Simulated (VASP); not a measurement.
Wanted: the native input for a VASP 6.6.1 run.

| Item | Value |
| --- | --- |
| Task | single point |
| Functional | PBE |
| Potentials or basis | VASP PAW PBE potentials, release 64 (Al, H) |
| Cutoff | 520 eV |
| k mesh | 6 × 4 × 4 |
| Occupations | gaussian, width 0.1 eV |
| Spin | no spin polarisation |
| Dipole correction | no |
| Further INCAR settings | ALGO = Normal; EDIFF = 1e-06; NBANDS = 16 |

The structure of Al2H lies in POSCAR:

```
Al2H
1.0
    2.7115309636      0.0000000000      0.0000000000
    0.0000000000      4.9530151894      0.0000000000
    0.0000000000      0.0000000000      5.7811262460
Al H
4 2
Direct
    0.5000000000      0.0000000000      0.4296926667
    0.5000000000      0.5000000000      0.0285673928
    0.0000000000      0.0000000000      0.9714326072
    0.0000000000      0.5000000000      0.5703073333
    0.5000000000      0.0000000000      0.7517916921
    0.0000000000      0.5000000000      0.2482083079
```

These files were run (other wordings do the same):

INCAR

```
SYSTEM = Al2H
PREC = Accurate
ENCUT = 520
EDIFF = 1E-6
ISMEAR = 0
SIGMA = 0.1
LREAL = .FALSE.
LASPH = .TRUE.
NELM = 60
ALGO = Normal
ISIF = 2
LWAVE = .FALSE.
LCHARG = .TRUE.
GGA = PE
LELF = .TRUE.
LVHAR = .TRUE.
NBANDS = 16
```

KPOINTS

```
Automatic mesh
0
G
  6 4 4
  0 0 0
```

Potentials or basis: VASP PAW PBE potentials, release 64 (Al, H).

The run is started by

```bash
$ cat potpaw_PBE.64/Al/POTCAR potpaw_PBE.64/H/POTCAR > POTCAR
$ mpirun -np 1 vasp_std > vasp.out
```

Results of the run:

The pressure is 0.3 GPa. The largest force is 0.095 eV/Å and the band gap on the k mesh is zero (bands 7 and 8 overlap by 4.43 eV).

Caveat: the k points lie up to 0.39 Å⁻¹ apart, too coarse for converged energies and pressures of a metal.

It took 66 s on 1 thread of Intel Xeon 8259CL (shared host), peak memory 0.2 GiB.
